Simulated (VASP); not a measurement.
Set up this calculation in VASP 6.6.1, as the native input.

```
Task                   : single point
Functional             : PBEsol
Potentials or basis    : VASP PAW PBE potentials, release 64 (Ti_sv)
Cutoff                 : 520 eV
k mesh                 : 16 × 16 × 9
Occupations            : fermi-dirac, width 0.05 eV
Spin                   : no spin polarisation
Dipole correction      : no
Further INCAR settings : ALGO = Normal; EDIFF = 1e-06; NBANDS = 19
```

The structure of Ti lies in POSCAR:

```
Ti
1.0
    2.8104678072      0.0000000000      0.0000000000
   -1.4052339036      2.4339365175      0.0000000000
    0.0000000000      0.0000000000      4.4567866128
Ti
2
Direct
    0.3333333333      0.6666666667      0.2500000000
    0.6666666667      0.3333333333      0.7500000000
```

One way to write it, as run:

INCAR

```
PREC     = Accurate       # precision mode
ENCUT    = 520            # plane-wave cutoff, eV
EDIFF    = 1E-6           # SCF threshold, eV
ISMEAR   = -1             # smearing method
SIGMA    = 0.05           # smearing width, eV
LREAL    = F              # projectors in reciprocal space
LASPH    = T              # aspherical terms in the spheres
NELM     = 100            # most SCF steps
ALGO     = Normal         # electronic algorithm
ISIF     = 2              # what is computed and relaxed
LWAVE    = F              # write WAVECAR
LCHARG   = T              # write CHGCAR
GGA      = PS             # functional
LELF     = T              # ELF
LVHAR    = T            
NBANDS   = 19             # bands
```

KPOINTS

```
Automatic mesh
0
Gamma
  16 16 9
```

Potentials or basis: VASP PAW PBE potentials, release 64 (Ti_sv).

Launch:

```bash
$ cat potpaw_PBE.64/Ti_sv/POTCAR > POTCAR
$ mpirun -np 1 vasp_std > vasp.out
```

It gave:

```yaml
Pressure: 12.6 GPa
Band_gap_on_the_k_mesh: zero (band 12 reaches 10.56 eV, above the bottom of band 13 at 9.39 eV)
```

Caveat: the PAW data sets were made with another functional, which shifts forces and pressure a little.

Run time: 32 s on 1 thread of Intel(R) Xeon(R) 6975P-C (Granite Rapids), with other jobs on the host, peak memory 0.2 GiB.
